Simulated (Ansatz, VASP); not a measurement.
SnSe: VASP beside Ansatz

File POSCAR:

```
SnSe
1.0
   -4.2853274191      0.0000000000      0.0000000000
    0.0000000000     -4.2853274191      0.0000000000
    0.0000000000      0.0000000000     12.4906921300
Sn Se
2 2
Direct
    0.5000000000      0.0000000000      0.3275283313
    0.0000000000      0.5000000000      0.5523822466
    0.5000000000      0.0000000000      0.5420596636
    0.0000000000      0.5000000000      0.3378509142
```

The input INCAR.step1:

```
PREC     = Accurate       # precision mode
ENCUT    = 520            # plane-wave cutoff, eV
ISMEAR   = 0              # smearing method
SIGMA    = 0.05           # smearing width, eV
LREAL    = False          # projectors in reciprocal space
LASPH    = True           # aspherical terms in the spheres
NELM     = 100            # most SCF steps
NBANDS   = 28             # bands
GGA      = PE             # functional
ALGO     = Normal         # electronic algorithm
EDIFF    = 1E-4           # SCF threshold, eV
LWAVE    = True           # write WAVECAR
LCHARG   = False          # write CHGCAR
```

The input INCAR.step2:

```
PREC     = Accurate       # precision mode
ENCUT    = 520            # plane-wave cutoff, eV
EDIFF    = 1E-6           # SCF threshold, eV
ISMEAR   = 0              # smearing method
SIGMA    = 0.05           # smearing width, eV
LREAL    = False          # projectors in reciprocal space
LASPH    = True           # aspherical terms in the spheres
NELM     = 100            # most SCF steps
ALGO     = Normal         # electronic algorithm
ISIF     = 2              # what is computed and relaxed
LWAVE    = False          # write WAVECAR
LCHARG   = False          # write CHGCAR
METAGGA  = R2SCAN         # meta-GGA
LMIXTAU  = True         
NBANDS   = 28             # bands
ISTART   = 1
```

The input KPOINTS:

```
regular mesh
0
Gamma
  6 6 3
```

Input for Ansatz:

```yaml
crystal:
  lattice:
    - [-4.2853274191, 0.0, 0.0]
    - [0.0, -4.2853274191, 0.0]
    - [0.0, 0.0, 12.49069213]
  atoms:
    - { symbol: Sn, position: [0.5, 0.0, 0.3275283313] }
    - { symbol: Sn, position: [0.0, 0.5, 0.5523822466] }
    - { symbol: Se, position: [0.5, 0.0, 0.5420596636] }
    - { symbol: Se, position: [0.0, 0.5, 0.3378509142] }
basis:
  ecutwfc: 500
kpoints:
  mp_grid: { grid: [6, 6, 3] }
hamiltonian:
  xc: r2scan
scf:
  occupations: { method: gaussian, width: 0.05 }
output:
  forces: true
  stress: true
  eigenvalues: true
```

Alike in both runs: task single point; functional r2SCAN; k mesh 6 × 6 × 3; occupations gaussian, width 0.05 eV; no spin polarisation.

|  | VASP | Ansatz |
| --- | --- | --- |
| version | VASP 6.6.1 | Ansatz 0.2.0 |
| potentials or method | VASP PAW PBE potentials, release 64 (Sn_d, Se), cutoff 520 eV | scalar-relativistic, plane waves, PAW |
| valence electrons in the cell | 40 | 60 |

```tsv
	VASP	Ansatz	Ansatz less VASP
gap on the k mesh at the Fermi level (eV)	1.77	1.78	+0.006
least direct gap on the mesh (eV)	1.77	1.78	+0.006
rms of the force components (eV/Å)	0.006	0.006	-0.0004
```

VASP's potentials were made for PBE, not for r2SCAN. Atom by atom the forces differ by 0.007 eV/Å (rms over components). VASP's potentials hold 40 valence electrons a cell and Ansatz's 60, so a difference there can come from the potentials and not from the codes.
